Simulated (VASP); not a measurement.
A run of VASP 6.6.1 is set up as follows.

INCAR

```
SYSTEM = W
PREC = Accurate
ENCUT = 520
EDIFF = 1E-6
ISMEAR = -1
SIGMA = 0.1
LREAL = .FALSE.
LASPH = .TRUE.
NELM = 60
ALGO = Normal
ISIF = 2
LWAVE = .FALSE.
LCHARG = .FALSE.
GGA = PE
NBANDS = 13
```

KPOINTS

```
regular mesh
0
G
  14 14 14
  0 0 0
```

File POSCAR:

```
W
1.0
   -1.5921723362      1.5921723362      1.5921723362
    1.5921723362     -1.5921723362      1.5921723362
    1.5921723362      1.5921723362     -1.5921723362
W
1
Direct
    0.0000000000      0.0000000000      0.0000000000
```

Potentials or basis: VASP PAW PBE potentials, release 64 (W_sv).

The run is started by

```sh
$ cat potpaw_PBE.64/W_sv/POTCAR > POTCAR
$ mpirun -np 1 vasp_std > vasp.out
```

Estimate the band gap on the k mesh.

zero (band 7 reaches 16.21 eV, above the bottom of band 8 at 9.98 eV).

What does it give for the pressure?

0.5 GPa.

Caveat: spin-orbit coupling is left out, which moves the levels of the heavy elements.
